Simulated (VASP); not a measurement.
# Si16B (a cell with a defect) in VASP: single point with LDA

Aim: the single point of Si16B (a cell with a defect) with LDA.

Everything below comes from runs of VASP 6.6.1. Logs are shortened: lines on timing, memory, paths and dates and some standing lists are left out, and cuts for length are marked.

### Step 1. The cell of the first run

The cell holds a defect, 17 atoms: a = 7.679 Å, b = 7.679 Å, c = 7.679 Å, α = 60.00°, β = 60.00°, γ = 60.00°.

### Step 2. Single point, LDA, collinear spin

The input, INCAR:

```
PREC = Accurate ; ENCUT = 520
EDIFF = 1E-6 ; ISMEAR = -1
SIGMA = 0.02 ; LREAL = Auto
LASPH = True ; NELM = 150
ALGO = Normal ; ISIF = 2
LWAVE = False ; LCHARG = True
ISPIN = 2 ; MAGMOM = 0 0 0 0 0 0 0 0 0 0 0 0 0 0 0 0 1
LORBIT = 11 ; GGA = CA
LELF = True ; LVHAR = True
NBANDS = 52
```

The input, KPOINTS:

```
Automatic mesh
0
Gamma
  2 2 2
```

The input, POSCAR:

```
Si16B
1.0
    0.0000000000      5.4300000000      5.4300000000
    5.4300000000      0.0000000000      5.4300000000
    5.4300000000      5.4300000000      0.0000000000
Si B
16 1
Direct
   -0.0018992880     -0.0019024192      0.0060524481
    0.1264486054      0.1264389111      0.1214389087
    0.0007225601      0.0007296961      0.4921075637
    0.1225211841      0.1225226147      0.6322170273
   -0.0008332492      0.4994653475      0.0029720208
    0.1262258641      0.6260322117      0.1224937535
   -0.0003186658      0.5060819506      0.4935283774
    0.1186704063      0.6241196717      0.6322187179
    0.4994760291     -0.0008361562      0.0029618068
    0.6260350426      0.1262162707      0.1225004031
    0.5060756753     -0.0003168687      0.4935382479
    0.6241203453      0.1186732170      0.6322049946
    0.4995166263      0.4995083947      0.0021042452
    0.6270465107      0.6270438940      0.1191682145
    0.5022550019      0.5022580064      0.4929565027
    0.6248450643      0.6248546007      0.6309535416
    0.8156165875      0.8155510571      0.5606546262
```

Potentials or basis: VASP PAW LDA potentials, release 64 (Si, B).

Run with:

```sh
cat potpaw_LDA.64/Si/POTCAR potpaw_LDA.64/B/POTCAR > POTCAR
mpirun -np 1 vasp_std > vasp.out
```

OUTCAR:

```text
PREC = Accurate
   ENCUT = 520
   EDIFF = 1E-6
   ISMEAR = -1
   LREAL = Auto
   LASPH = True
   NELM = 150
   ISIF = 2
   ISPIN = 2
   LORBIT = 11
   GGA = CA

 ion  position               nearest neighbor table
   1  0.998  0.998  0.006-   6 2.33  10 2.33   2 2.33   4 2.34
   2  0.126  0.126  0.121-   3 2.32   1 2.33   5 2.34   9 2.34
   3  0.001  0.001  0.492-  17 2.20   2 2.32  12 2.36   8 2.36   4 2.41
   4  0.123  0.123  0.632-   1 2.34  11 2.41   7 2.41   3 2.41
   5  0.999  0.499  0.003-   8 2.32  14 2.33   2 2.34   6 2.34
   6  0.126  0.626  0.122-   7 2.33   1 2.33   5 2.34  13 2.34
   7  1.000  0.506  0.494-  17 2.25   6 2.33  16 2.35   8 2.36   4 2.41
   8  0.119  0.624  0.632-  17 2.22   5 2.32   7 2.36   3 2.36  15 2.41
   9  0.499  0.999  0.003-  12 2.32  14 2.33   2 2.34  10 2.34
  10  0.626  0.126  0.123-  11 2.33   1 2.33   9 2.34  13 2.34
  11  0.506  1.000  0.494-  17 2.25  10 2.33  16 2.35  12 2.36   4 2.41
  12  0.624  0.119  0.632-  17 2.22   9 2.32  11 2.36   3 2.36  15 2.41
  13  0.500  0.500  0.002-  16 2.33  14 2.33   6 2.34  10 2.34
  14  0.627  0.627  0.119-  13 2.33   9 2.33   5 2.33  15 2.34
  15  0.502  0.502  0.493-  14 2.34  16 2.40  12 2.41   8 2.41
  16  0.625  0.625  0.631-  17 2.27  13 2.33  11 2.35   7 2.35  15 2.40
  17  0.816  0.816  0.561-   3 2.20   8 2.22  12 2.22   7 2.25  11 2.25  16 2.27

  LATTYP: Found a face centered cubic cell.
 ALAT       =    10.8600000000

  Lattice vectors:

 A1 = (   0.0000000000,   5.4300000000,   5.4300000000)
 A2 = (   5.4300000000,   0.0000000000,   5.4300000000)
 A3 = (   5.4300000000,   5.4300000000,   0.0000000000)

Analysis of symmetry for initial positions (statically):
=====================================================================
 Subroutine PRICEL returns:
 Original cell was already a primitive cell.

 Routine SETGRP: Setting up the symmetry group for a
 face centered cubic supercell.

 Subroutine GETGRP returns: Found  1 space group operations
 (whereof  1 operations were pure point group operations)
 out of a pool of 48 trial point group operations.

The static configuration has the point symmetry C_1 .

Analysis of symmetry for dynamics (positions and initial velocities):
=====================================================================
 Subroutine PRICEL returns:
 Original cell was already a primitive cell.

 Routine SETGRP: Setting up the symmetry group for a
 face centered cubic supercell.

 Subroutine GETGRP returns: Found  1 space group operations
 (whereof  1 operations were pure point group operations)
 out of a pool of 48 trial point group operations.

The dynamic configuration has the point symmetry C_1 .

Analysis of structural, dynamic, and magnetic symmetry:
=====================================================================
 Subroutine PRICEL returns:
 Original cell was already a primitive cell.

 Routine SETGRP: Setting up the symmetry group for a
 face centered cubic supercell.

 Subroutine GETGRP returns: Found  1 space group operations
 (whereof  1 operations were pure point group operations)
 out of a pool of 48 trial point group operations.

The overall configuration has the point symmetry C_1 .

 Subroutine INISYM returns: Found  1 space group operations
 (whereof  1 operations are pure point group operations),
 and found     1 'primitive' translations

----------------------------------------------------------------------------------------

                                     Primitive cell

  volume of cell :     320.2060

  direct lattice vectors                    reciprocal lattice vectors
     0.000000000  5.430000000  5.430000000    -0.092081031  0.092081031  0.092081031
     5.430000000  0.000000000  5.430000000     0.092081031 -0.092081031  0.092081031
     5.430000000  5.430000000  0.000000000     0.092081031  0.092081031 -0.092081031

  length of vectors
     7.679179644  7.679179644  7.679179644     0.159489025  0.159489025  0.159489025

  position of ions in fractional coordinates (direct lattice)
     0.998100712  0.998097581  0.006052448
     0.126448605  0.126438911  0.121438909
     0.000722560  0.000729696  0.492107564
     0.122521184  0.122522615  0.632217027
     0.999166751  0.499465347  0.002972021
     0.126225864  0.626032212  0.122493754
[... 9 lines left out ...]
     0.624845064  0.624854601  0.630953542
     0.815616588  0.815551057  0.560654626

  ion indices of the primitive-cell ions
   primitive index   ion index
                 1           1
                 2           2
                 3           3
                 4           4
                 5           5
                 6           6
[... 9 lines left out ...]
                16          16
                17          17

----------------------------------------------------------------------------------------

 KPOINTS: Automatic mesh

Automatic generation of k-mesh.
 Grid dimensions read from file:
 generate k-points for:    2    2    2

 Generating k-lattice:

  Cartesian coordinates                     Fractional coordinates (reciprocal lattice)
    -0.046040516  0.046040516  0.046040516     0.500000000  0.000000000  0.000000000
     0.046040516 -0.046040516  0.046040516     0.000000000  0.500000000  0.000000000
     0.046040516  0.046040516 -0.046040516     0.000000000  0.000000000  0.500000000

  Length of vectors
     0.079744512  0.079744512  0.079744512

  Shift w.r.t. Gamma in fractional coordinates (k-lattice)
     0.000000000  0.000000000  0.000000000

 Subroutine IBZKPT returns following result:
 ===========================================

 Found      8 irreducible k-points:

 Following reciprocal coordinates:
            Coordinates               Weight
  0.000000  0.000000  0.000000      1.000000
  0.500000  0.000000  0.000000      1.000000
  0.000000  0.500000  0.000000      1.000000
  0.000000  0.000000  0.500000      1.000000
  0.500000  0.500000  0.500000      1.000000
  0.500000  0.500000  0.000000      1.000000
  0.000000  0.500000  0.500000      1.000000
  0.500000  0.000000  0.500000      1.000000
   k-points           NKPTS =      8   k-points in BZ     NKDIM =      8   number of bands    NBANDS=     52
   number of dos      NEDOS =    301   number of ions     NIONS =     17
   total plane-waves  NPLWV = 216000
   dimension x,y,z NGX =    60 NGY =   60 NGZ =   60
   dimension x,y,z NGXF=   120 NGYF=  120 NGZF=  120
   ions per type =              16   1
   NGX,Y,Z   is equivalent  to a cutoff of  12.99, 12.99, 12.99 a.u.
   NGXF,Y,Z  is equivalent  to a cutoff of  25.98, 25.98, 25.98 a.u.
 SYSTEM =  unknown system
   PREC   = accura    normal or accurate (medium, high low for compatibility)
   ISTART =      0    job   : 0-new  1-cont  2-samecut
   ICHARG =      2    charge: 1-file 2-atom 10-const
   ISPIN  =      2    spin polarized calculation?
   LNONCOLLINEAR =      F non collinear calculations
   LSORBIT =      F    spin-orbit coupling
   LASPH  =      T    aspherical Exc in radial PAW
   ENCUT  =  520.0 eV  38.22 Ry    6.18 a.u.  14.28 14.28 14.28*2*pi/ulx,y,z
   NELM   =    150;   NELMIN=  2; NELMDL= -5     # of ELM steps
   EDIFF  = 0.1E-05   stopping-criterion for ELM
   LREAL  =      T    real-space projection
   EDIFFG = 0.1E-04   stopping-criterion for IOM
   NSW    =      0    number of steps for IOM
   IBRION =     -1    ionic relax: 0-MD 1-quasi-New 2-CG
   NFREE  =      0    steps in history (QN), initial steepest desc. (CG)
   ISIF   =      2    stress and relaxation
   ISYM   =      2    0-nonsym 1-usesym 2-fastsym
   POTIM  = 0.5000    time-step for ionic-motion
   TEBEG  =    0.0;   TEEND  =   0.0 temperature during run
   PSTRESS=    0.0 pullay stress
   NELECT =      67.0000    total number of electrons
   NUPDOWN=      -1.0000    fix difference up-down
   EMIN   =  10.00;   EMAX   =-10.00  energy-range for DOS
   EFERMI =   0.00;   METHOD = LEGACY
   ISMEAR =    -1;   SIGMA  =   0.02  broadening in eV -4-tet -1-fermi 0-gaus
   EFERMI_NEDOS =   21; number of points for ismear=-14 and -15
   IALGO  =     38    algorithm
   IMIX   =      4    mixing-type and parameters
     AMIX     =   0.40;   BMIX     =  1.00
     AMIX_MAG =   1.60;   BMIX_MAG =  1.00
  volume/ion in A,a.u.               =      18.84       127.11
  Fermi-wavevector in a.u.,A,eV,Ry     =   0.971904  1.836632 12.852022  0.944597
  Thomas-Fermi vector in A             =   2.102159
   LORBIT       =     11    0 simple, 1 ext, 2 COOP (PROOUT), +10 PAW based schemes
   GGA     = CA    functional components
   LHFCALC =     F    Hartree Fock is set to
   AEXX    =    0.0000 exact exchange contribution
   IVDW    =     0    specifies the selected vdW correction
   LEPSILON=     F    determine dielectric tensor
   LRPA    =     F    only Hartree local field effects (RPA)
 spin polarized calculation
  energy-cutoff  :      520.00
  volume of cell :      320.21
 maximum number of plane-waves:      8646
 NGX is ok and might be reduce to    60
   NGX = 29   NGY = 29   NGZ = 29

 number of electron      67.0000001 magnetization       0.4463130

 Free energy of the ion-electron system (eV)
  ---------------------------------------------------
  ext. energy  EPLUGINS =         0.00000000
  ---------------------------------------------------
  free energy    TOTEN  =       -98.13802306 eV

  energy without entropy =      -98.12334846  energy(sigma->0) =      -98.13068576

 E-fermi :   6.2358     XC(G=0):  -9.7543

 val. band max:        6.2182851594   @ k =   0.5000   0.5000   0.5000
 cond. band min:       6.2549434154   @ k =   0.0000   0.5000   0.5000
 fundamental gap:      0.0366582560
 Fermi energy:         6.2358359852

 spin component 1

 k-point     1 :       0.0000    0.0000    0.0000
  band No.  band energies     occupation
      1      -6.4627      1.00000
      2      -4.3135      1.00000
      3      -4.0607      1.00000
      4      -4.0582      1.00000
      5      -3.6020      1.00000
      6      -2.5746      1.00000
[... 37 lines left out ...]
     44       7.4729      0.00000
     45       8.3786      0.00000
[... 294 lines left out ...]
      4      -4.2899      1.00000
      5      -4.1081      1.00000
      6      -3.8749      1.00000
[... 37 lines left out ...]
     44       9.7887      0.00000
     45      10.1239      0.00000
 Fermi energy:         6.2358359852

 spin component 2

 k-point     1 :       0.0000    0.0000    0.0000
  band No.  band energies     occupation
      1      -6.4304      1.00000
      2      -4.2891      1.00000
      3      -4.0351      1.00000
      4      -4.0325      1.00000
      5      -3.5804      1.00000
      6      -2.5293      1.00000
[... 37 lines left out ...]
     44       7.5247      0.00000
     45       8.4047      0.00000
[... 294 lines left out ...]
      4      -4.2650      1.00000
      5      -4.0878      1.00000
      6      -3.8504      1.00000
[... 37 lines left out ...]
     44       9.8440      0.00000
     45      10.1428      0.00000
 [bands above 45 left out]

------------------------ aborting loop because EDIFF is reached ----------------------------------------

  FORCE on cell =-STRESS in cart. coord.  units (eV):
  Direction    XX          YY          ZZ          XY          YZ          ZX
  --------------------------------------------------------------------------------------
  -------------------------------------------------------------------------------------
  Total       -2.0123032     -2.0113903     -1.9457775      1.9355975     -1.8926302     -1.8934226
  in kB      -10.0687258    -10.0641583     -9.7358588      9.6849226     -9.4699322     -9.4738970
  external PRESSURE =      -9.9562476 kB  Pullay stress =       0.0000000 kB

 VOLUME and BASIS-vectors are now :
 -----------------------------------------------------------------------------
  energy-cutoff  :      520.00
  volume of cell :      320.21
      direct lattice vectors                 reciprocal lattice vectors
     0.000000000  5.430000000  5.430000000    -0.092081031  0.092081031  0.092081031
     5.430000000  0.000000000  5.430000000     0.092081031 -0.092081031  0.092081031
     5.430000000  5.430000000  0.000000000     0.092081031  0.092081031 -0.092081031

 POSITION                                       TOTAL-FORCE (eV/Angst)
 -----------------------------------------------------------------------------------
      5.45253      5.45255     10.83936        -0.017859     -0.017909      0.014220
      1.34598      1.34603      1.37318        -0.007903     -0.007914      0.004667
      2.67611      2.67607      0.00789        -0.005139     -0.005165     -0.012887
      4.09824      4.09823      1.33059        -0.014825     -0.014877      0.007945
      2.72823      5.44161      8.13757         0.008593      0.002157     -0.004794
      4.06450      1.35055      4.08476        -0.000413     -0.001400      0.006163
[... 9 lines left out ...]
      6.81904      6.81899      6.78587         0.008135      0.008241      0.037220
      7.47280      7.47315      8.85724        -0.004737     -0.005036     -0.039917
 -----------------------------------------------------------------------------------
    total drift:                                0.001589      0.001691      0.000051

  FREE ENERGIE OF THE ION-ELECTRON SYSTEM (eV)
  ---------------------------------------------------
  free  energy   TOTEN  =       -98.1380230583 eV

  energy  without entropy=      -98.1233484593  energy(sigma->0) =      -98.13068576

 total charge

# of ion       s       p       d       tot
------------------------------------------
    1        0.750   0.967   0.000   1.717
    2        0.750   0.967   0.000   1.717
    3        0.750   0.935   0.000   1.685
    4        0.770   0.910   0.000   1.680
    5        0.750   0.967   0.000   1.717
    6        0.749   0.967   0.000   1.716
[... 9 lines left out ...]
   16        0.750   0.935   0.000   1.685
   17        0.715   0.971   0.000   1.686
--------------------------------------------------
tot         12.751  16.139   0.000  28.890

 magnetization (x)

# of ion       s       p       d       tot
------------------------------------------
    1       -0.000   0.000   0.000   0.000
    2        0.000   0.001   0.000   0.001
    3        0.007   0.004   0.000   0.010
    4        0.002   0.020   0.000   0.022
    5        0.000   0.001   0.000   0.001
    6        0.000   0.001   0.000   0.001
[... 9 lines left out ...]
   16        0.007   0.004   0.000   0.011
   17        0.040   0.007   0.000   0.047
--------------------------------------------------
tot          0.087   0.077   0.000   0.164
```

It took 16 min on 1 thread of Intel Xeon 8259CL, shared host; peak memory 0.49 GiB.

What came out:

- Free energy: -98.1380 eV
- Pressure: -1.0 GPa
- Largest force: 0.041 eV/Å
- Net moment: 0.45 μB per cell
- Site moments: Si +0.00, +0.01, +0.02 (each value once); B +0.05 μB
- Valence electrons inside the program's atomic spheres: Si 1.72, 1.69, 1.68 (each value once); B 1.69

Forces in eV/Å, atoms in the order of the input:
```
Si  -0.018 -0.018  0.014
Si  -0.008 -0.008  0.005
Si  -0.005 -0.005 -0.013
Si  -0.015 -0.015  0.008
Si   0.009  0.002 -0.005
Si   0.000 -0.001  0.006
Si   0.032 -0.007  0.014
Si   0.010 -0.030 -0.003
Si   0.002  0.009 -0.005
Si  -0.001  0.000  0.006
Si  -0.008  0.032  0.014
Si  -0.030  0.010 -0.003
Si   0.004  0.004 -0.001
Si   0.015  0.015 -0.018
Si   0.011  0.010 -0.017
Si   0.008  0.008  0.037
B   -0.005 -0.005 -0.040
```

Caveat: the k points lie up to 0.50 Å⁻¹ apart.
